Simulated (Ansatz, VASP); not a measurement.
**One calculation of BaS, two programs**

```xyz
2
Lattice="0.0000 3.1938 3.1938 3.1938 0.0000 3.1938 3.1938 3.1938 0.0000" Properties=species:S:1:pos:R:3 pbc="T T T"
Ba    0.0000    0.0000    0.0000
S     3.1938    3.1938    3.1938
```

Alike in both runs: task single point; functional PBE; k mesh 5 × 5 × 5; occupations fermi-dirac, width 0.03 eV; no spin polarisation.

```csv
,VASP,Ansatz
version,VASP 6.6.1,Ansatz 0.2.0
potentials or method,"VASP PAW PBE potentials, release 64 (Ba_sv, S), cutoff 520 eV","all-electron LAPW, scalar-relativistic"
```

VASP gave:

- gap on the k mesh at the Fermi level (eV): 2.22
- least direct gap on the mesh (eV): 2.38
- pressure (GPa): 1.4

**Question.** Estimate Ansatz's values.

**Answer.** gap on the k mesh at the Fermi level (eV): 2.32; least direct gap on the mesh (eV): 2.44; pressure (GPa): 0.8.

Ansatz ran all-electron here, and VASP with PAW potentials.

Neither program's run includes spin-orbit coupling.
